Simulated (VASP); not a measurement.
A run of VASP 6.6.1 is set up as follows.

The input POSCAR:

```
Si
1.0
    2.4895156742      0.0000000000      0.0000000000
   -1.2447578371      2.1559838169      0.0000000000
    0.0000000000      0.0000000000      2.5280132497
Si
1
Direct
    0.0000000000      0.0000000000      0.0000000000
```

Contents of INCAR.step1:

```
SYSTEM = Si
ALGO     = Normal         ! electronic algorithm
EDIFF    = 1E-4           ! SCF threshold, eV
ENCUT    = 520            ! plane-wave cutoff, eV
GGA      = PE             ! functional
ISMEAR   = 0              ! smearing method
LASPH    = .True.         ! aspherical terms in the spheres
LCHARG   = .False.        ! write CHGCAR
LREAL    = .False.        ! projectors in reciprocal space
LWAVE    = .True.         ! write WAVECAR
NBANDS   = 8              ! bands
NELM     = 80             ! most SCF steps
PREC     = Accurate       ! precision mode
SIGMA    = 0.15           ! smearing width, eV
```

Contents of INCAR.step2:

```
SYSTEM = Si
ALGO     = Normal         ! electronic algorithm
EDIFF    = 1E-6           ! SCF threshold, eV
ENCUT    = 520            ! plane-wave cutoff, eV
ISIF     = 2              ! what is computed and relaxed
ISMEAR   = 0              ! smearing method
ISTART   = 1            
LASPH    = .True.         ! aspherical terms in the spheres
LCHARG   = .False.        ! write CHGCAR
LMIXTAU  = .True.       
LREAL    = .False.        ! projectors in reciprocal space
LWAVE    = .False.        ! write WAVECAR
METAGGA  = R2SCAN         ! meta-GGA
NBANDS   = 8              ! bands
NELM     = 80             ! most SCF steps
PREC     = Accurate       ! precision mode
SIGMA    = 0.15           ! smearing width, eV
```

File KPOINTS:

```
k-points
0
Gamma
  21 21 20
  0 0 0
```

Potentials or basis: VASP PAW PBE potentials, release 64 (Si).

The run is started by

```sh
$ cat potpaw_PBE.64/Si/POTCAR > POTCAR
$ cp INCAR.step1 INCAR
$ mpirun -np 1 vasp_std > vasp.out
$ cp INCAR.step2 INCAR
$ mpirun -np 1 vasp_std > vasp.out
```

**Question.** Estimate the band gap on the k mesh.

**Answer.** Zero (bands 2 and 3 overlap by 11.63 eV).

**Question.** Estimate the pressure.

**Answer.** 13.3 GPa.

Stress tensor (GPa, compression positive):
```
20.37  0.00  0.00
 0.00 20.37  0.00
 0.00  0.00 -0.86
```

Caveat: the cell differs from its parent crystal (strain -0.050 along x and y, +0.025 along z); the cell stands under pressure; the PAW data sets were made with another functional, which shifts forces and pressure a little.
